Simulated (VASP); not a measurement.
A run of VASP 6.6.1 is set up as follows.

The input INCAR:

```
SYSTEM = W
  PREC = Accurate
  ENCUT = 520
  EDIFF = 1E-6
  ISMEAR = 0
  SIGMA = 0.15
  LREAL = .False.
  LASPH = .True.
  NELM = 100
  ALGO = Normal
  ISIF = 2
  LWAVE = .False.
  LCHARG = .True.
  GGA = PE
  LELF = .True.
  LVHAR = .True.
  NBANDS = 13
```

File KPOINTS:

```
Automatic mesh
0
Gamma
  26 26 26
  0 0 0
```

File POSCAR:

```
W
1.0
   -1.5440259427      1.5440259427      1.5440259427
    1.5440259427     -1.5440259427      1.5440259427
    1.5440259427      1.5440259427     -1.5440259427
W
1
Direct
    0.0000000000      0.0000000000      0.0000000000
```

Potentials or basis: VASP PAW PBE potentials, release 64 (W_sv).

Run with:

```bash
$ cat potpaw_PBE.64/W_sv/POTCAR > POTCAR
$ mpirun -np 1 vasp_std > vasp.out
```

Problem. Estimate the pressure.

Solution. 34.5 GPa.

Problem. Estimate the band gap on the k mesh.

Solution. Zero (bands 7 and 8 overlap by 7.09 eV).

Caveat: the cell differs from its parent crystal (strain -0.030 along x and y, -0.030 along z); the cell stands under pressure; spin-orbit coupling is left out, which moves the levels of the heavy elements.
